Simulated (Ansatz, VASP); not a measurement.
Cd in VASP and in Ansatz

The input INCAR:

```
PREC = Accurate
ENCUT = 520
EDIFF = 1E-7
ISMEAR = -1
SIGMA = 0.05
LREAL = F
LASPH = T
NELM = 60
ALGO = Normal
ISIF = 2
LWAVE = F
LCHARG = F
NBANDS = 19
```

File KPOINTS:

```
regular mesh
0
Gamma
  9 9 9
```

Contents of POSCAR:

```
Cd
1.0
    0.0000000000      3.0681618156      3.0681618156
    3.0681618156      0.0000000000      3.0681618156
    3.0681618156      3.0681618156      0.0000000000
Cd
2
Direct
   -0.0875000000     -0.1375000000     -0.1375000000
    0.0875000000      0.1375000000      0.1375000000
```

Input for Ansatz:

```yaml
crystal:
  lattice:
    - [0.0, 3.0681618156, 3.0681618156]
    - [3.0681618156, 0.0, 3.0681618156]
    - [3.0681618156, 3.0681618156, 0.0]
  atoms:
    - { symbol: Cd, position: [-0.0875, -0.1375, -0.1375] }
    - { symbol: Cd, position: [0.0875, 0.1375, 0.1375] }
kpoints:
  mp_grid: { grid: [9, 9, 9] }
scf:
  occupations: { method: fermi_dirac, width: 0.05 }
hamiltonian:
  xc: lda
  pseudopotentials: { kind: all_electron, lapw: { basis_error: 0.001 } }
output:
  forces: true
  stress: true
  eigenvalues: true
  populations: true
```

Change from the starting cell: shortest bond scaled by 1.1, LAPW.

Alike in both runs: task single point; functional LDA; k mesh 9 × 9 × 9; occupations fermi-dirac, width 0.05 eV; no spin polarisation.

```csv
,VASP,Ansatz
version,VASP 6.6.1,Ansatz 0.2.0
potentials or method,"VASP PAW LDA potentials, release 64 (Cd), cutoff 520 eV","all-electron LAPW, scalar-relativistic"
```

|  | VASP | Ansatz | Ansatz less VASP |
| --- | --- | --- | --- |
| pressure (GPa) | 4.8 | 4.2 | -0.61 |
| traceless stress, the component that is largest in VASP (GPa) | 3.34 | 3.15 | -0.186 |
| rms of the force components (eV/Å) | 0.429 | 0.406 | -0.0230 |

LDA's correlation is that of Perdew and Zunger in VASP and of Perdew and Wang (1992) in Ansatz. Atom by atom the forces differ by 0.023 eV/Å (rms over components). Ansatz ran all-electron here, and VASP with PAW potentials.
